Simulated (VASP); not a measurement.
# Pd (P6/mmm) in VASP: notebook

The runs below take Pd through relaxation of cell and atoms, single point, with PBE.

Program: VASP 6.6.1. These are calculated values, not measurements. Logs are shortened: lines on timing, memory, paths and dates and some standing lists are left out, and cuts for length are marked.

## (1) The cell of the first run

Symmetry: P6/mmm, No. 191, hexagonal system. The conventional cell has a = 4.267 Å, b = 4.267 Å, c = 2.645 Å, α = 90.00°, β = 90.00°, γ = 120.00°. Pd (site symmetry 6/mmm) has 14 Pd at 2.65 to 2.80 Å within 3.5 Å. Pd (site symmetry -6m2) has 11 Pd at 2.46 to 2.80 Å within 3.3 Å.

This isn't the form of Pd at room conditions, which is fcc.

## (2) Relaxation of cell and atoms, PBE, target pressure 22 GPa, at which the enthalpy is minimised

INCAR reads:

```
SYSTEM = Pd
  PREC = Accurate
  ENCUT = 600
  EDIFF = 1E-6
  ISMEAR = -1
  SIGMA = 0.08
  LREAL = .FALSE.
  LASPH = .TRUE.
  NELM = 80
  ALGO = Normal
  ISIF = 3
  LWAVE = .FALSE.
  LCHARG = .FALSE.
  GGA = PE
  IBRION = 2
  NSW = 60
  EDIFFG = -0.005
  PSTRESS = 220.0
```

KPOINTS reads:

```
Automatic mesh
0
G
  9 9 12
  0 0 0
```

POSCAR reads:

```
Pd
1.0
    4.2668672546      0.0000000000      0.0000000000
   -2.1334336273      3.6952154370      0.0000000000
    0.0000000000      0.0000000000      2.6454576978
Pd
3
Direct
    0.0000000000      0.0000000000      0.0000000000
    0.3333333333      0.6666666667      0.5000000000
    0.6666666667      0.3333333333      0.5000000000
```

Potentials or basis: VASP PAW PBE potentials, release 64 (Pd).

The run is started by

```sh
$ cat potpaw_PBE.64/Pd/POTCAR > POTCAR
$ mpirun -np 1 vasp_std > vasp.out
```

OUTCAR:

```text
SYSTEM = Pd
   PREC = Accurate
   ENCUT = 600
   EDIFF = 1E-6
   ISMEAR = -1
   LREAL = .FALSE.
   LASPH = .TRUE.
   NELM = 80
   ISIF = 3
   GGA = PE
   IBRION = 2
   NSW = 60
   EDIFFG = -0.005
   PSTRESS = 220.0

 ion  position               nearest neighbor table
   1  0.000  0.000  0.000-   2 2.80   3 2.80   2 2.80   3 2.80   2 2.80   2 2.80   3 2.80   3 2.80
                             3 2.80   3 2.80   2 2.80   2 2.80
   2  0.333  0.667  0.500-   3 2.46   3 2.46   3 2.46   1 2.80   1 2.80   1 2.80   1 2.80   1 2.80
                             1 2.80
   3  0.667  0.333  0.500-   2 2.46   2 2.46   2 2.46   1 2.80   1 2.80   1 2.80   1 2.80   1 2.80
                             1 2.80

  LATTYP: Found a hexagonal cell.
 ALAT       =     4.2668672546
 C/A-ratio  =     0.6200000000

  Lattice vectors:

 A1 = (   4.2668672546,   0.0000000000,   0.0000000000)
 A2 = (  -2.1334336273,   3.6952154370,   0.0000000000)
 A3 = (   0.0000000000,   0.0000000000,   2.6454576978)

Analysis of symmetry for initial positions (statically):
=====================================================================
 Subroutine PRICEL returns:
 Original cell was already a primitive cell.

 Routine SETGRP: Setting up the symmetry group for a
 hexagonal supercell.

 Subroutine GETGRP returns: Found 24 space group operations
 (whereof 24 operations were pure point group operations)
 out of a pool of 24 trial point group operations.

The static configuration has the point symmetry D_6h.

Analysis of symmetry for dynamics (positions and initial velocities):
=====================================================================
 Subroutine PRICEL returns:
 Original cell was already a primitive cell.

 Routine SETGRP: Setting up the symmetry group for a
 hexagonal supercell.

 Subroutine GETGRP returns: Found 24 space group operations
 (whereof 24 operations were pure point group operations)
 out of a pool of 24 trial point group operations.

The dynamic configuration has the point symmetry D_6h.

 Subroutine INISYM returns: Found 24 space group operations
 (whereof 24 operations are pure point group operations),
 and found     1 'primitive' translations

----------------------------------------------------------------------------------------

                                     Primitive cell

  volume of cell :      41.7109

  direct lattice vectors                    reciprocal lattice vectors
     4.266867255  0.000000000  0.000000000     0.234363982  0.135310108  0.000000000
    -2.133433627  3.695215437  0.000000000     0.000000000  0.270620216  0.000000000
     0.000000000  0.000000000  2.645457698     0.000000000  0.000000000  0.378006422

  length of vectors
     4.266867255  4.266867255  2.645457698     0.270620216  0.270620216  0.378006422

  position of ions in fractional coordinates (direct lattice)
     0.000000000  0.000000000  0.000000000
     0.333333333  0.666666667  0.500000000
     0.666666667  0.333333333  0.500000000

  ion indices of the primitive-cell ions
   primitive index   ion index
                 1           1
                 2           2
                 3           3

----------------------------------------------------------------------------------------

 KPOINTS: Automatic mesh

Automatic generation of k-mesh.
 Grid dimensions read from file:
 generate k-points for:    9    9   12

 Generating k-lattice:

  Cartesian coordinates                     Fractional coordinates (reciprocal lattice)
     0.026040442  0.015034456  0.000000000     0.111111111 -0.000000000  0.000000000
     0.000000000  0.030068913  0.000000000     0.000000000  0.111111111  0.000000000
     0.000000000  0.000000000  0.031500535     0.000000000  0.000000000  0.083333333

  Length of vectors
     0.030068913  0.030068913  0.031500535

  Shift w.r.t. Gamma in fractional coordinates (k-lattice)
     0.000000000  0.000000000  0.000000000

 Subroutine IBZKPT returns following result:
 ===========================================

 Found     84 irreducible k-points:

 Following reciprocal coordinates:
            Coordinates               Weight
  0.000000  0.000000  0.000000      1.000000
  0.111111 -0.000000  0.000000      6.000000
  0.222222 -0.000000  0.000000      6.000000
  0.333333 -0.000000  0.000000      6.000000
  0.444444 -0.000000  0.000000      6.000000
  0.111111  0.111111  0.000000      6.000000
[... 16 lines left out ...]
  0.333333  0.222222  0.083333     24.000000
  0.333333  0.333333  0.083333      4.000000
 [... further k-points ...]
   k-points           NKPTS =     84   k-points in BZ     NKDIM =     84   number of bands    NBANDS=     19
   number of dos      NEDOS =    301   number of ions     NIONS =      3
   total plane-waves  NPLWV =  31104
   dimension x,y,z NGX =    36 NGY =   36 NGZ =   24
   dimension x,y,z NGXF=    72 NGYF=   72 NGZF=   48
   ions per type =               3
   NGX,Y,Z   is equivalent  to a cutoff of  14.03, 14.03, 15.08 a.u.
   NGXF,Y,Z  is equivalent  to a cutoff of  28.05, 28.05, 30.16 a.u.
 SYSTEM =  Pd
   PREC   = accura    normal or accurate (medium, high low for compatibility)
   ISTART =      0    job   : 0-new  1-cont  2-samecut
   ICHARG =      2    charge: 1-file 2-atom 10-const
   ISPIN  =      1    spin polarized calculation?
   LNONCOLLINEAR =      F non collinear calculations
   LSORBIT =      F    spin-orbit coupling
   LASPH  =      T    aspherical Exc in radial PAW
   ENCUT  =  600.0 eV  44.10 Ry    6.64 a.u.   8.52  8.52  5.28*2*pi/ulx,y,z
   NELM   =     80;   NELMIN=  2; NELMDL= -5     # of ELM steps
   EDIFF  = 0.1E-05   stopping-criterion for ELM
   LREAL  =      F    real-space projection
   EDIFFG = -.5E-02   stopping-criterion for IOM
   NSW    =     60    number of steps for IOM
   IBRION =      2    ionic relax: 0-MD 1-quasi-New 2-CG
   NFREE  =      1    steps in history (QN), initial steepest desc. (CG)
   ISIF   =      3    stress and relaxation
   ISYM   =      2    0-nonsym 1-usesym 2-fastsym
   POTIM  = 0.5000    time-step for ionic-motion
   TEBEG  =    0.0;   TEEND  =   0.0 temperature during run
   PSTRESS=  220.0 pullay stress
   NELECT =      30.0000    total number of electrons
   NUPDOWN=      -1.0000    fix difference up-down
   EMIN   =  10.00;   EMAX   =-10.00  energy-range for DOS
   EFERMI =   0.00;   METHOD = LEGACY
   ISMEAR =    -1;   SIGMA  =   0.08  broadening in eV -4-tet -1-fermi 0-gaus
   EFERMI_NEDOS =   21; number of points for ismear=-14 and -15
   IALGO  =     38    algorithm
   IMIX   =      4    mixing-type and parameters
     AMIX     =   0.40;   BMIX     =  1.00
     AMIX_MAG =   1.60;   BMIX_MAG =  1.00
  volume/ion in A,a.u.               =      13.90        93.83
  Fermi-wavevector in a.u.,A,eV,Ry     =   1.466781  2.771815 29.272216  2.151447
  Thomas-Fermi vector in A             =   2.582478
   LORBIT       =      0    0 simple, 1 ext, 2 COOP (PROOUT), +10 PAW based schemes
   GGA     = PE    functional components
   LHFCALC =     F    Hartree Fock is set to
   AEXX    =    0.0000 exact exchange contribution
   IVDW    =     0    specifies the selected vdW correction
   LEPSILON=     F    determine dielectric tensor
   LRPA    =     F    only Hartree local field effects (RPA)
 conjugate gradient relaxation of ions
 non-spin polarized calculation
  energy-cutoff  :      600.00
  volume of cell :       41.71
 maximum number of plane-waves:      1432
 NGX is ok and might be reduce to    36
   NGX = 17   NGY = 17   NGZ = 11

--------------------------------------- Ionic step        1  -------------------------------------------

 number of electron      29.9999995 magnetization

 Free energy of the ion-electron system (eV)
  ---------------------------------------------------
  ext. energy  EPLUGINS =         0.00000000
  ---------------------------------------------------
  free energy    TOTEN  =       -14.96548797 eV

  energy without entropy =      -14.84689480  energy(sigma->0) =      -14.90619139

------------------------ aborting loop because EDIFF is reached ----------------------------------------

  FORCE on cell =-STRESS in cart. coord.  units (eV):
  Direction    XX          YY          ZZ          XY          YZ          ZX
  --------------------------------------------------------------------------------------
  -------------------------------------------------------------------------------------
  Total        8.2836779      8.2836779      4.2754101      0.0000000      0.0000000     -0.0000000
  in kB      318.1881980    318.1881979    164.2247649      0.0000000      0.0000000     -0.0000000
  external PRESSURE =      46.8670536 kB  Pullay stress =     220.0000000 kB
[... 26 lines left out ...]
--------------------------------------- Ionic step        2  -------------------------------------------

 number of electron      29.9999996 magnetization

 E-fermi :   9.8304     XC(G=0): -13.1839

 val. band max:        9.8207952354   @ k =   0.4444   0.1111   0.2500
 cond. band min:       9.8323676491   @ k =   0.3333   0.2222   0.4167
 fundamental gap:      0.0115724137
 Fermi energy:         9.8303516567

 k-point     1 :       0.0000    0.0000    0.0000
  band No.  band energies     occupation
      1       2.6816      2.00000
      2       4.5153      2.00000
      3       5.9474      2.00000
      4       6.3523      2.00000
      5       6.5346      2.00000
      6       6.5346      2.00000
[... 505 lines left out ...]
      6       6.1602      2.00000
[... 11 lines left out ...]
     18      10.0626      0.10396
     19      21.5364      0.00000

 [... further k-points ...]

------------------------ aborting loop because EDIFF is reached ----------------------------------------

  FORCE on cell =-STRESS in cart. coord.  units (eV):
  Direction    XX          YY          ZZ          XY          YZ          ZX
  --------------------------------------------------------------------------------------
  -------------------------------------------------------------------------------------
  Total        2.5229725      2.5229725      4.6168578      0.0000000      0.0000000      0.0000000
  in kB       91.5470521     91.5470521    167.5245068      0.0000000      0.0000000      0.0000000
  external PRESSURE =    -103.1271297 kB  Pullay stress =     220.0000000 kB
[... 260 lines left out ...]
--------------------------------------- Ionic step        9  -------------------------------------------

 number of electron      29.9999999 magnetization

 Free energy of the ion-electron system (eV)
  ---------------------------------------------------
  ext. energy  EPLUGINS =         0.00000000
  ---------------------------------------------------
  free energy    TOTEN  =       -15.11241695 eV

  energy without entropy =      -15.00233407  energy(sigma->0) =      -15.05737551

 E-fermi :  10.5785     XC(G=0): -13.4539

 val. band max:       10.5655623097   @ k =   0.3333   0.3333   0.2500
 cond. band min:      10.5872870265   @ k =   0.4444   0.1111   0.2500
 fundamental gap:      0.0217247168
 Fermi energy:        10.5785419660

 k-point     1 :       0.0000    0.0000    0.0000
  band No.  band energies     occupation
      1       3.0858      2.00000
      2       4.9575      2.00000
      3       6.6239      2.00000
      4       7.0454      2.00000
      5       7.0454      2.00000
      6       7.0584      2.00000
[... 505 lines left out ...]
      6       6.7777      2.00000
[... 11 lines left out ...]
     18      10.8042      0.11242
     19      22.8100      0.00000

 [... further k-points ...]

------------------------ aborting loop because EDIFF is reached ----------------------------------------

  FORCE on cell =-STRESS in cart. coord.  units (eV):
  Direction    XX          YY          ZZ          XY          YZ          ZX
  --------------------------------------------------------------------------------------
  -------------------------------------------------------------------------------------
  Total        5.8156367      5.8156367      5.8199416      0.0000000     -0.0000000      0.0000000
  in kB      220.2478132    220.2478132    220.4108467      0.0000000     -0.0000000      0.0000000
  external PRESSURE =       0.3021577 kB  Pullay stress =     220.0000000 kB
[... 22 lines left out ...]
  energy  without entropy=      -15.0023340743  energy(sigma->0) =      -15.05737551

  enthalpy is  TOTEN    =        -9.3033237814 eV   P V=        5.8090931723

 reached required accuracy - stopping structural energy minimisation
```

Wall time 4.9 min (1 thread of Intel Xeon Platinum 8488C (Sapphire Rapids), shared host); peak memory 0.23 GiB.

Results:

```
Free energy                                                : -15.1124 eV
Relaxed volume                                             : 14.10 Å³/atom
Relaxed cell                                               : a = 4.347 Å, b = 4.347 Å, c = 2.585 Å, α = 90.00°, β = 90.00°, γ = 120.00°
Space group after relaxing (to 0.1 Å)                      : P6/mmm (No. 191)
Energy change on relaxing (the run minimises the enthalpy) : -49.0 meV/atom
Ionic steps                                                : 9
Pressure after relaxing                                    : 22.0 GPa
Band gap on the k mesh                                     : zero (bands 15 and 16 overlap by 1.06 eV)
```

The path:
```
step  energy change (eV)  largest force (eV/Å)  pressure (GPa)  volume (Å³)
   1              0.0000                0.0000           26.69        41.71
   2             -0.3226                0.0000           11.69        44.15
   3             -0.2124                0.0000           18.66        42.86
   4             -0.0483                0.0000           26.05        41.73
   5             -0.1553                0.0000           21.64        42.37
   6             -0.1540                0.0000           21.68        42.36
   7             -0.1391                0.0000           22.39        42.25
   8             -0.1465                0.0000           22.06        42.30
   9             -0.1469                0.0000           22.03        42.31
```

Final structure:
```cif
data_structure
_symmetry_space_group_name_H-M 'P 1'
_symmetry_Int_Tables_number 1
_cell_length_a 4.3474
_cell_length_b 4.3474
_cell_length_c 2.5847
_cell_angle_alpha 90.000
_cell_angle_beta 90.000
_cell_angle_gamma 120.000
_cell_volume 42.31
loop_
_atom_site_label
_atom_site_type_symbol
_atom_site_fract_x
_atom_site_fract_y
_atom_site_fract_z
_atom_site_occupancy
Pd1 Pd 0.00000 0.00000 0.00000 1
Pd2 Pd 0.33333 0.66667 0.50000 1
Pd3 Pd 0.66667 0.33333 0.50000 1
```

Levels at points of the mesh, in eV from the Fermi level:
| k point | band 13 | band 14 | band 15 | band 16 | band 17 | band 18 |
| --- | --- | --- | --- | --- | --- | --- |
| (0.00, 0.00, 0.00) | -1.59 | -1.59 | 0.17 | 0.17 | 7.82 | 7.82 |
| (0.00, 0.00, 0.50) | -0.20 | -0.20 | 0.82 | 2.59 | 3.46 | 9.74 |

Caveat: the cell is relaxed towards a set pressure, so the run minimises the enthalpy, not the energy.

## (3) Relaxation of cell and atoms, PBE, target pressure 22 GPa, at which the enthalpy is minimised

This run uses another cell than the first one, of 14.13 Å³/atom.

INCAR reads:

```
PREC = Accurate
ENCUT = 600
EDIFF = 1E-6
ISMEAR = -1
SIGMA = 0.08
LREAL = False
LASPH = True
NELM = 80
ALGO = Normal
ISIF = 3
LWAVE = False
LCHARG = False
GGA = PE
IBRION = 2
NSW = 32
EDIFFG = -0.005
PSTRESS = 220.0
```

KPOINTS reads:

```
Automatic mesh
0
Gamma
  9 9 12
```

POSCAR reads:

```
Pd
1.0
    4.3508577845      0.0000000000      0.0000000000
   -2.1754288922      3.7679533696      0.0000000000
    0.0000000000      0.0000000000      2.5863246913
Pd
3
Direct
    0.0000000000      0.0000000000      0.0000000000
    0.3333333333      0.6666666667      0.5000000000
    0.6666666667      0.3333333333      0.5000000000
```

Potentials or basis: VASP PAW PBE potentials, release 64 (Pd).

The run is started by

```sh
$ cat potpaw_PBE.64/Pd/POTCAR > POTCAR
$ mpirun -np 1 vasp_std > vasp.out
```

Wall time 2 min (1 thread of Intel Xeon Platinum 8488C (Sapphire Rapids), shared host); peak memory 0.23 GiB.

The run converged. Its results:

| Item | Value |
| --- | --- |
| Free energy | -15.1142 eV |
| Relaxed volume | 14.10 Å³/atom |
| Relaxed cell | a = 4.348 Å, b = 4.348 Å, c = 2.585 Å, α = 90.00°, β = 90.00°, γ = 120.00° |
| Space group after relaxing (to 0.1 Å) | P6/mmm (No. 191) |
| Energy change on relaxing (the run minimises the enthalpy) | +3.9 meV/atom |
| Ionic steps | 4 |
| Pressure after relaxing | 22.0 GPa |
| Band gap on the k mesh | zero (bands 15 and 16 overlap by 1.06 eV) |

The path:
```tsv
step	energy change (eV)	largest force (eV/Å)	pressure (GPa)	volume (Å³)
1	0.0000	0.0000	21.43	42.40
2	0.0431	0.0000	23.42	42.09
3	0.0125	0.0000	22.04	42.31
4	0.0117	0.0000	21.98	42.31
```

Final structure:
```cif
data_structure
_symmetry_space_group_name_H-M 'P 1'
_symmetry_Int_Tables_number 1
_cell_length_a 4.3478
_cell_length_b 4.3478
_cell_length_c 2.5848
_cell_angle_alpha 90.000
_cell_angle_beta 90.000
_cell_angle_gamma 120.000
_cell_volume 42.31
loop_
_atom_site_label
_atom_site_type_symbol
_atom_site_fract_x
_atom_site_fract_y
_atom_site_fract_z
_atom_site_occupancy
Pd1 Pd 0.00000 0.00000 0.00000 1
Pd2 Pd 0.33333 0.66667 0.50000 1
Pd3 Pd 0.66667 0.33333 0.50000 1
```

Levels at points of the mesh, in eV from the Fermi level:
```tsv
k point	band 11	band 12	band 13	band 14	band 15	band 16	band 17	band 18	band 19
(0.00, 0.00, 0.00)	-1.74	-1.74	-1.59	-1.59	0.17	0.17	7.82	7.82	7.83
(0.00, 0.00, 0.50)	-0.53	-0.53	-0.20	-0.20	0.82	2.59	3.46	9.74	10.46
```

Caveat: the cell is relaxed towards a set pressure, so the run minimises the enthalpy, not the energy.

## (4) Single point, PBE

This run uses another cell than the first one, of 14.13 Å³/atom.

INCAR reads:

```
  PREC = Accurate
  ENCUT = 520
  EDIFF = 1E-6
  ISMEAR = -1
  SIGMA = 0.08
  LREAL = F
  LASPH = T
  NELM = 80
  ALGO = Normal
  ISIF = 2
  LWAVE = F
  LCHARG = F
  GGA = PE
  NBANDS = 22
```

KPOINTS reads:

```
regular mesh
0
Gamma
  9 9 12
```

POSCAR is that of step 3.

The run is started by

```sh
$ cat potpaw_PBE.64/Pd/POTCAR > POTCAR
$ mpirun -np 1 vasp_std > vasp.out
```

It took 30 s on 1 thread of AMD EPYC 9R45 (Zen 5), shared host; peak memory 0.16 GiB.

Results (log left out):

```
Free energy            : -15.1255 eV
Pressure               : 21.4 GPa
Band gap on the k mesh : zero (bands 15 and 16 overlap by 1.06 eV)
```

Levels at points of the mesh, in eV from the Fermi level:
```
           k point  band 13  band 14  band 15  band 16  band 17  band 18
(0.00, 0.00, 0.00)    -1.59    -1.59     0.16     0.16     7.81     7.81
(0.00, 0.00, 0.50)    -0.20    -0.20     0.82     2.58     3.45     9.73
```

Caveat: the cell stands under pressure.

(Continued in part 2 of 2.)

The gap in the log of VASP goes by the Fermi energy; the results here count the filled bands.